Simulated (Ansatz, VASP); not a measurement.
## Sn: VASP beside Ansatz

```xyz
2
Lattice="0.0000 3.3931 3.3931 3.3931 0.0000 3.3931 3.3931 3.3931 0.0000" Properties=species:S:1:pos:R:3 pbc="T T T"
Sn    0.0000    0.0000    0.0000
Sn    1.6966    1.6966    1.6966
```

Change from the starting cell: volume scaled by 1.06, PAW files.

Alike in both runs: task electric field gradients; functional PBE; k mesh 9 × 9 × 9; occupations fermi-dirac, width 0.05 eV; no spin polarisation.

|  | VASP | Ansatz |
| --- | --- | --- |
| version | VASP 6.6.1 | Ansatz 0.2.0 |
| potentials or method | VASP PAW PBE potentials, release 64 (Sn_d) | PAW with Ansatz's default frozen-core files, scalar-relativistic |
| plane-wave cutoff (eV) | 520 | 420 |
| valence electrons in the cell | 28 | 28 |

|  | VASP | Ansatz | Ansatz less VASP |
| --- | --- | --- | --- |
| pressure (GPa) | -1.8 | -1.8 | +0.04 |
